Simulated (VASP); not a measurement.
Here is a VASP 6.6.1 calculation.

File INCAR:

```
PREC     = Accurate       # precision mode
ENCUT    = 520            # plane-wave cutoff, eV
EDIFF    = 1E-7           # SCF threshold, eV
ISMEAR   = 0              # smearing method
SIGMA    = 0.02           # smearing width, eV
LREAL    = False          # projectors in reciprocal space
LASPH    = True           # aspherical terms in the spheres
NELM     = 80             # most SCF steps
ALGO     = Normal         # electronic algorithm
ISIF     = 2              # what is computed and relaxed
LWAVE    = False          # write WAVECAR
LCHARG   = False          # write CHGCAR
GGA      = PS             # functional
NBANDS   = 16             # bands
```

The input KPOINTS:

```
regular mesh
0
Gamma
  10 10 10
```

Contents of POSCAR:

```
ZnS
1.0
    0.0000000000      2.6781727832      2.6781727832
    2.6781727832      0.0000000000      2.6781727832
    2.6781727832      2.6781727832      0.0000000000
Zn S
1 1
Direct
    0.0000000000      0.0000000000      0.0000000000
    0.7500000000      0.7500000000      0.7500000000
```

Potentials or basis: VASP PAW PBE potentials, release 64 (Zn, S).

The run is started by

```console
$ cat potpaw_PBE.64/Zn/POTCAR potpaw_PBE.64/S/POTCAR > POTCAR
$ mpirun -np 1 vasp_std > vasp.out
```

Predict the band gap on the k mesh.

2.09 eV, direct.

What does it give for the pressure?

0.2 GPa.

Caveat: the PAW data sets were made with another functional, which shifts forces and pressure a little. A hybrid or GW would open this gap; PBEsol tends to underestimate it.
